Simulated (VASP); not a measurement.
A run of VASP 6.6.1 is set up as follows.

Contents of INCAR:

```
PREC = Accurate ; ENCUT = 520
EDIFF = 1E-6 ; ISMEAR = 0
SIGMA = 0.05 ; LREAL = F
LASPH = T ; NELM = 100
ALGO = Normal ; ISIF = 2
LWAVE = F ; LCHARG = F
GGA = CA ; NBANDS = 21
```

KPOINTS

```
regular mesh
0
Gamma
  8 8 6
```

The input POSCAR:

```
AlGaN2
1.0
    3.1408770487      0.0000000000      0.0000000000
    0.0000000000      3.1408770487      0.0000000000
    0.0000000000      0.0000000000      4.4238379400
Al Ga N
1 1 2
Direct
    0.5000000000      0.5000000000      0.5000000000
    0.0000000000      0.0000000000      0.0000000000
    0.5000000000      0.0000000000      0.7450462519
    0.0000000000      0.5000000000      0.2549537481
```

Potentials or basis: VASP PAW LDA potentials, release 64 (Al, Ga_d, N).

Launch:

```sh
$ cat potpaw_LDA.64/Al/POTCAR potpaw_LDA.64/Ga_d/POTCAR potpaw_LDA.64/N/POTCAR > POTCAR
$ mpirun -np 1 vasp_std > vasp.out
```

Task: Estimate the largest force.

Result: 0.559 eV/Å.

Task: Predict the band gap on the k mesh.

Result: 2.89 eV, direct.

Stress tensor (GPa, compression positive):
```
-4.15  0.00  0.00
 0.00 -4.15  0.00
 0.00  0.00 -3.92
```

Caveat: the cell differs from its parent crystal (mode 12 (682.2 1/cm) frozen in, largest displacement +0.030 Å). A k mesh can miss the band edges.
